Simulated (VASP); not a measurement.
A run of VASP 6.6.1 is set up as follows.

File INCAR:

```
SYSTEM = Ag
  ALGO = Normal
  EDIFF = 1E-6
  ENCUT = 520
  GGA = PS
  ISIF = 2
  ISMEAR = 0
  LASPH = .True.
  LCHARG = .False.
  LREAL = .False.
  LWAVE = .False.
  NBANDS = 12
  NELM = 60
  PREC = Accurate
  SIGMA = 0.1
```

Contents of KPOINTS:

```
k-points
0
Gamma
  18 18 18
  0 0 0
```

The input POSCAR:

```
Ag
1.0
    0.0000000000      1.9426386518      1.9426386518
    1.9426386518      0.0000000000      1.9426386518
    1.9426386518      1.9426386518      0.0000000000
Ag
1
Direct
    0.0000000000      0.0000000000      0.0000000000
```

Potentials or basis: VASP PAW PBE potentials, release 64 (Ag).

Launch:

```console
$ cat potpaw_PBE.64/Ag/POTCAR > POTCAR
$ mpirun -np 1 vasp_std > vasp.out
```

Problem. What does it give for the pressure?

Solution. 21.5 GPa.

Caveat: the PAW data sets were made with another functional, which shifts forces and pressure a little.
